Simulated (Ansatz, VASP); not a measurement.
CuI in VASP and in Ansatz

```
Cu I
1.0
     3.97934    0.00000    0.00000
     0.00000    3.97934    0.00000
     0.00000    0.00000    6.11969
Cu I
2 2
Direct
  0.00000 0.00000 0.00000
  0.50000 0.50000 0.00000
  0.00000 0.50000 0.27191
  0.50000 0.00000 0.72809
```

Alike in both runs: functional LDA; k mesh 4 × 4 × 4; no spin polarisation.

Ansatz relaxed the structure, and its values are those at the end. VASP's run is a single point on that final structure, the one shown.

|  | VASP | Ansatz |
| --- | --- | --- |
| version | VASP 6.6.1 | Ansatz 0.2.0 |
| potentials or method | VASP PAW LDA potentials, release 64 (Cu, I) | plane waves, PAW |
| plane-wave cutoff (eV) | 520 | 420 |
| occupations | gaussian, width 0.01 eV | fixed |
| valence electrons in the cell | 36 | 72 |

|  | VASP | Ansatz | Ansatz less VASP |
| --- | --- | --- | --- |
| pressure (GPa) | 0.1 | 0.0 | -0.15 |
| rms of the force components (eV/Å) | 0.007 | 0.001 | -0.0061 |

LDA's correlation is that of Perdew and Zunger in VASP and of Perdew and Wang (1992) in Ansatz. VASP's potentials hold 36 valence electrons a cell and Ansatz's 72, so a difference there can come from the potentials and not from the codes.

Spin-orbit coupling is off throughout.
